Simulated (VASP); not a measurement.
A run of VASP 6.6.1 is set up as follows.

The input POSCAR:

```
Ca2VO2
1.0
    2.9409527200      0.0000000000      0.0000000000
    1.4704763600     -5.2874577300      0.0000000000
    0.0000000000      0.0000000000     -8.6351375100
V Ca O
2 4 4
Direct
    0.1219000000      0.7562000000      0.0000000000
    0.8781000000      0.2438000000      0.5000000000
    0.3944000000      0.2112000000      0.1526000000
    0.6056000000      0.7888000000      0.6526000000
    0.1479000000      0.7042000000      0.3306000000
    0.8521000000      0.2958000000      0.8306000000
    0.4799000000      0.0402000000      0.4099000000
    0.5201000000      0.9598000000      0.9099000000
    0.2795000000      0.4410000000      0.5922000000
    0.7205000000      0.5590000000      0.0922000000
```

The input INCAR.step1:

```
SYSTEM = Ca2VO2
ALGO = Normal
EDIFF = 1E-4
ENCUT = 520
GGA = PE
ISMEAR = -4
LASPH = .TRUE.
LCHARG = .FALSE.
LREAL = .FALSE.
LWAVE = .TRUE.
NBANDS = 56
NELM = 100
PREC = Accurate
SIGMA = 0.1
```

The input INCAR.step2:

```
SYSTEM = Ca2VO2
ALGO = Normal
EDIFF = 1E-6
ENCUT = 520
ISIF = 2
ISMEAR = -4
ISTART = 1
LASPH = .TRUE.
LCHARG = .FALSE.
LMIXTAU = .TRUE.
LREAL = .FALSE.
LWAVE = .FALSE.
METAGGA = R2SCAN
NBANDS = 56
NELM = 100
PREC = Accurate
SIGMA = 0.1
```

KPOINTS

```
k-points
0
G
  6 6 2
  0 0 0
```

Potentials or basis: VASP PAW PBE potentials, release 64 (V_sv, Ca_sv, O).

Run with:

```bash
$ cat potpaw_PBE.64/V_sv/POTCAR potpaw_PBE.64/Ca_sv/POTCAR potpaw_PBE.64/O/POTCAR > POTCAR
$ cp INCAR.step1 INCAR
$ mpirun -np 1 vasp_std > vasp.out
$ cp INCAR.step2 INCAR
$ mpirun -np 1 vasp_std > vasp.out
```

**Question.** Predict the band gap on the k mesh.

**Answer.** Zero (band 45 reaches 7.86 eV, above the bottom of band 46 at 7.30 eV).

**Question.** What does it give for the pressure?

**Answer.** 8.0 GPa.

Forces in eV/Å, atoms in the order of the input:
```
V    0.000 -0.047  0.937
V    0.000  0.047  0.937
Ca   0.000 -0.201 -0.677
Ca   0.000  0.201 -0.677
Ca   0.000 -0.673  0.178
Ca   0.000  0.673  0.178
O    0.000  1.755  0.318
O    0.000 -1.755  0.318
O    0.000 -1.324 -0.757
O    0.000  1.324 -0.757
```

Caveat: the k points lie up to 0.37 Å⁻¹ apart; the PAW data sets were made with another functional, which shifts forces and pressure a little; the run has no spin polarisation, though such a crystal can be magnetic. With open d or f shells a metallic result of r2SCAN can be an artefact of self-interaction; +U or a hybrid may open a gap.
